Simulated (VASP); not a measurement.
# CdS5 (I4/m) in VASP: notebook

The runs below take CdS5 through single point, relaxation of cell and atoms, with PBE.

Program: VASP 6.6.1. These are calculated values, not measurements. Logs are shortened: lines on timing, memory, paths and dates and some standing lists are left out, and cuts for length are marked.

## Step 1: The cell of the first run

It takes space group I4/m (No. 87, tetragonal). Conventional cell: a = 6.327 Å, b = 6.327 Å, c = 7.046 Å, α = 90.00°, β = 90.00°, γ = 90.00°. Cd (site symmetry 4/m) has 6 S at 2.67 to 3.52 Å within 3.6 Å. Within 2.7 Å of S (site symmetry m) lie 2 S at 2.06 to 2.42 Å and 1 Cd at 2.67 Å. Within 3.2 Å of S (site symmetry 4/m) lie 4 S at 2.42 Å.

## Step 2: Single point, PBE

File INCAR:

```
SYSTEM = CdS5
PREC     = Accurate       ! precision mode
ENCUT    = 520            ! plane-wave cutoff, eV
EDIFF    = 1E-7           ! SCF threshold, eV
ISMEAR   = 0              ! smearing method
SIGMA    = 0.2            ! smearing width, eV
LREAL    = .FALSE.        ! projectors in reciprocal space
LASPH    = .TRUE.         ! aspherical terms in the spheres
NELM     = 60             ! most SCF steps
ALGO     = Normal         ! electronic algorithm
ISIF     = 2              ! what is computed and relaxed
LWAVE    = .FALSE.        ! write WAVECAR
LCHARG   = .FALSE.        ! write CHGCAR
GGA      = PE             ! functional
NBANDS   = 30             ! bands
```

File KPOINTS:

```
regular mesh
0
G
  4 4 4
  0 0 0
```

File POSCAR:

```
CdS5
1.0
   -3.1633165064      3.1633165064      3.5230761677
    3.1633165064     -3.1633165064      3.5230761677
    3.1633165064      3.1633165064     -3.5230761677
Cd S
1 5
Direct
    0.0000000000      0.0000000000      0.0000000000
    0.8702490637      0.4019684115      0.2722174753
    0.5980315885      0.8702490637      0.4682806522
    0.1297509363      0.5980315885      0.7277825247
    0.4019684115      0.1297509363      0.5317193478
    0.5000000000      0.5000000000      0.0000000000
```

Potentials or basis: VASP PAW PBE potentials, release 64 (Cd, S).

Launch:

```sh
cat potpaw_PBE.64/Cd/POTCAR potpaw_PBE.64/S/POTCAR > POTCAR
mpirun -np 1 vasp_std > vasp.out
```

OUTCAR:

```text
SYSTEM = CdS5
   PREC = Accurate
   ENCUT = 520
   EDIFF = 1E-7
   ISMEAR = 0
   LREAL = .FALSE.
   LASPH = .TRUE.
   NELM = 60
   ISIF = 2
   GGA = PE

 ion  position               nearest neighbor table
   1  0.000  0.000  0.000-   5 2.67   3 2.67   4 2.67   2 2.67
   2  0.870  0.402  0.272-   4 2.06   6 2.42   1 2.67
   3  0.598  0.870  0.468-   5 2.06   6 2.42   1 2.67
   4  0.130  0.598  0.728-   2 2.06   6 2.42   1 2.67
   5  0.402  0.130  0.532-   3 2.06   6 2.42   1 2.67
   6  0.500  0.500  0.000-   3 2.42   5 2.42   4 2.42   2 2.42

  LATTYP: Found a body centered tetragonal cell.
 ALAT       =     6.3266330128
 C/A-ratio  =     1.1137286328

  Lattice vectors:

 A1 = (  -3.1633165064,   3.1633165064,   3.5230761677)
 A2 = (   3.1633165064,  -3.1633165064,   3.5230761677)
 A3 = (   3.1633165064,   3.1633165064,  -3.5230761677)

Analysis of symmetry for initial positions (statically):
=====================================================================
 Subroutine PRICEL returns:
 Original cell was already a primitive cell.

 Routine SETGRP: Setting up the symmetry group for a
 body centered tetragonal supercell.

 Subroutine GETGRP returns: Found  8 space group operations
 (whereof  8 operations were pure point group operations)
 out of a pool of 16 trial point group operations.

The static configuration has the point symmetry C_4h.

Analysis of symmetry for dynamics (positions and initial velocities):
=====================================================================
 Subroutine PRICEL returns:
 Original cell was already a primitive cell.

 Routine SETGRP: Setting up the symmetry group for a
 body centered tetragonal supercell.

 Subroutine GETGRP returns: Found  8 space group operations
 (whereof  8 operations were pure point group operations)
 out of a pool of 16 trial point group operations.

The dynamic configuration has the point symmetry C_4h.

 Subroutine INISYM returns: Found  8 space group operations
 (whereof  8 operations are pure point group operations),
 and found     1 'primitive' translations

----------------------------------------------------------------------------------------

                                     Primitive cell

[... 85 lines left out ...]
   ENCUT  =  520.0 eV  38.22 Ry    6.18 a.u.  10.59 10.59 10.59*2*pi/ulx,y,z
   NELM   =     60;   NELMIN=  2; NELMDL= -5     # of ELM steps
   EDIFF  = 0.1E-06   stopping-criterion for ELM
   LREAL  =      F    real-space projection
   EDIFFG = 0.1E-05   stopping-criterion for IOM
   NSW    =      0    number of steps for IOM
   IBRION =     -1    ionic relax: 0-MD 1-quasi-New 2-CG
   NFREE  =      0    steps in history (QN), initial steepest desc. (CG)
   ISIF   =      2    stress and relaxation
   ISYM   =      2    0-nonsym 1-usesym 2-fastsym
   POTIM  = 0.5000    time-step for ionic-motion
   TEBEG  =    0.0;   TEEND  =   0.0 temperature during run
   PSTRESS=    0.0 pullay stress
   NELECT =      42.0000    total number of electrons
   NUPDOWN=      -1.0000    fix difference up-down
   EMIN   =  10.00;   EMAX   =-10.00  energy-range for DOS
   EFERMI =   0.00;   METHOD = LEGACY
   ISMEAR =     0;   SIGMA  =   0.20  broadening in eV -4-tet -1-fermi 0-gaus
   EFERMI_NEDOS =   21; number of points for ismear=-14 and -15
   IALGO  =     38    algorithm
   IMIX   =      4    mixing-type and parameters
     AMIX     =   0.40;   BMIX     =  1.00
     AMIX_MAG =   1.60;   BMIX_MAG =  1.00
  volume/ion in A,a.u.               =      23.50       158.60
  Fermi-wavevector in a.u.,A,eV,Ry     =   1.093290  2.066019 16.262821  1.195284
  Thomas-Fermi vector in A             =   2.229573
   LORBIT       =      0    0 simple, 1 ext, 2 COOP (PROOUT), +10 PAW based schemes
   GGA     = PE    functional components
   LHFCALC =     F    Hartree Fock is set to
   AEXX    =    0.0000 exact exchange contribution
   IVDW    =     0    specifies the selected vdW correction
   LEPSILON=     F    determine dielectric tensor
   LRPA    =     F    only Hartree local field effects (RPA)
 non-spin polarized calculation
 Gauss-broadening in eV      SIGMA  =   0.20
  energy-cutoff  :      520.00
  volume of cell :      141.02
 maximum number of plane-waves:      3822
   NGX = 21   NGY = 21   NGZ = 21

 number of electron      42.0000000 magnetization

 Free energy of the ion-electron system (eV)
  ---------------------------------------------------
  ext. energy  EPLUGINS =         0.00000000
  ---------------------------------------------------
  free energy    TOTEN  =       -19.87849372 eV

  energy without entropy =      -19.81163686  energy(sigma->0) =      -19.84506529

 E-fermi :   3.1472     XC(G=0):  -9.0644

 val. band max:        3.1005626406   @ k =   0.2500   0.2500   0.0000
 cond. band min:       3.1612425130   @ k =   0.5000   0.0000   0.0000
 fundamental gap:      0.0606798724
 Fermi energy:         3.1471638506

 k-point     1 :       0.0000    0.0000    0.0000
  band No.  band energies     occupation
      1     -12.7714      2.00000
      2     -11.5239      2.00000
      3      -9.4859      2.00000
      4      -8.2207      2.00000
      5      -8.2207      2.00000
      6      -5.6734      2.00000
[... 451 lines left out ...]
     29      10.0029      0.00000
     30      10.2024      0.00000

------------------------ aborting loop because EDIFF is reached ----------------------------------------

  FORCE on cell =-STRESS in cart. coord.  units (eV):
  Direction    XX          YY          ZZ          XY          YZ          ZX
  --------------------------------------------------------------------------------------
  -------------------------------------------------------------------------------------
  Total       -0.0707295     -0.0707295      0.1704691      0.0000002     -0.0000000      0.0000000
  in kB       -0.8036076     -0.8036076      1.9368186      0.0000028     -0.0000000      0.0000000
  external PRESSURE =       0.1098678 kB  Pullay stress =       0.0000000 kB

 VOLUME and BASIS-vectors are now :
 -----------------------------------------------------------------------------
  energy-cutoff  :      520.00
  volume of cell :      141.02
      direct lattice vectors                 reciprocal lattice vectors
    -3.163316506  3.163316506  3.523076168     0.000000000  0.158061958  0.141921428
     3.163316506 -3.163316506  3.523076168     0.158061958  0.000000000  0.141921428
     3.163316506  3.163316506 -3.523076168     0.158061958  0.158061958  0.000000000

 POSITION                                       TOTAL-FORCE (eV/Angst)
 -----------------------------------------------------------------------------------
      0.00000      0.00000      0.00000        -0.000000     -0.000000      0.000000
     -0.62021      2.34243      3.52308         0.072814      0.088184     -0.000000
      2.34243      0.62021      3.52308         0.088184     -0.072814      0.000000
      3.78353      0.82089      0.00000        -0.072814     -0.088184      0.000000
      0.82089      2.54311      0.00000        -0.088184      0.072814     -0.000000
      0.00000      0.00000      3.52308        -0.000000     -0.000000      0.000000
 -----------------------------------------------------------------------------------
    total drift:                                0.000000      0.000000     -0.000000

  FREE ENERGIE OF THE ION-ELECTRON SYSTEM (eV)
  ---------------------------------------------------
  free  energy   TOTEN  =       -19.8784937250 eV

  energy  without entropy=      -19.8116368590  energy(sigma->0) =      -19.84506529
```

OSZICAR:

```text
N       E                     dE             d eps       ncg     rms          rms(c)
DAV:   1     0.261053534428E+03    0.26105E+03   -0.19327E+04   840   0.124E+03
DAV:   2    -0.125686810670E+01   -0.26231E+03   -0.25417E+03  1030   0.264E+02
DAV:   3    -0.203393643354E+02   -0.19082E+02   -0.18859E+02  1074   0.715E+01
DAV:   4    -0.206061847154E+02   -0.26682E+00   -0.26631E+00   980   0.918E+00
DAV:   5    -0.206120524215E+02   -0.58677E-02   -0.58670E-02  1086   0.134E+00    0.216E+01
DAV:   6    -0.199725357855E+02    0.63952E+00   -0.95875E-01   980   0.106E+01    0.136E+01
DAV:   7    -0.198877639140E+02    0.84772E-01   -0.72696E-01  1032   0.482E+00    0.253E+00
DAV:   8    -0.198786946213E+02    0.90693E-02   -0.12983E-01   986   0.331E+00    0.824E-01
DAV:   9    -0.198783208189E+02    0.37380E-03   -0.60971E-03  1016   0.528E-01    0.314E-01
DAV:  10    -0.198784319546E+02   -0.11114E-03   -0.87808E-04  1026   0.167E-01    0.666E-02
DAV:  11    -0.198784807527E+02   -0.48798E-04   -0.13622E-04  1042   0.997E-02    0.267E-02
DAV:  12    -0.198784916289E+02   -0.10876E-04   -0.19622E-05   960   0.270E-02    0.154E-02
DAV:  13    -0.198784936735E+02   -0.20446E-05   -0.61526E-06  1044   0.179E-02    0.347E-03
DAV:  14    -0.198784937250E+02   -0.51486E-07   -0.73287E-07   998   0.740E-03
   1 F= -.19878494E+02 E0= -.19845065E+02  d E =-.668569E-01
```

stdout:

```text
POSCAR found type information on POSCAR CdS
 POSCAR found :  2 types and       6 ions
 scaLAPACK will be used
 LDA part: xc-table for (Slater+PW92), standard interpolation
 POSCAR, INCAR and KPOINTS ok, starting setup
 FFT: planning ... GRIDC
 FFT: planning ... GRID_SOFT
 FFT: planning ... GRID
 WAVECAR not read
 entering main loop
```

Run time: 38 s. Hardware: 1 thread of AMD EPYC 9R45 (Zen 5), shared host; peak memory 0.23 GiB.

What came out:

```yaml
Free_energy: -19.8785 eV
Pressure: 0.0 GPa
Largest_force: 0.114 eV/Å
Band_gap_on_the_k_mesh: zero (bands 21 and 22 overlap by 0.74 eV)
```

Forces in eV/Å, atoms in the order of the input:
```
Cd   0.000  0.000  0.000
S    0.073  0.088  0.000
S    0.088 -0.073  0.000
S   -0.073 -0.088  0.000
S   -0.088  0.073  0.000
S    0.000  0.000  0.000
```

Stress tensor (GPa, compression positive):
```
-0.08  0.00  0.00
 0.00 -0.08  0.00
 0.00  0.00  0.19
```

Caveat: semilocal functionals underestimate gaps, so a narrow gap can read as zero.

(Part 1 of 2 ends here.)
